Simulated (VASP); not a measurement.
AlN, 2 atoms in the cell. Symmetry: R-3m, No. 166, trigonal system. The conventional cell has a = 2.938 Å, b = 2.938 Å, c = 6.640 Å, α = 90.00°, β = 90.00°, γ = 120.00°. Al (site symmetry -3m) has 6 N at 2.03 Å within 2.7 Å. N (site symmetry -3m) has 6 Al at 2.03 Å within 2.7 Å. 

- Program: VASP 6.6.1
- Task: single point
- Functional: PBEsol
- Potentials or basis: VASP PAW PBE potentials, release 64 (Al, N)
- Cutoff: 520 eV
- k mesh: 10 × 10 × 10
- Occupations: gaussian, width 0.05 eV
- Spin: no spin polarisation
- Dipole correction: no
- Further INCAR settings: ALGO = Normal; EDIFF = 1e-07; NBANDS = 11

Potentials or basis: VASP PAW PBE potentials, release 64 (Al, N).

The run is started by

```bash
$ cat potpaw_PBE.64/Al/POTCAR potpaw_PBE.64/N/POTCAR > POTCAR
$ mpirun -np 1 vasp_std > vasp.out
```

Hardware: 1 thread of Intel Xeon 6975P-C, on a shared host.

How long does it take, and how much memory?

Wall time 26 s on 1 thread of Intel Xeon 6975P-C (shared host), peak memory 0.14 GiB. Counts: scf iterations 13, k points 116.
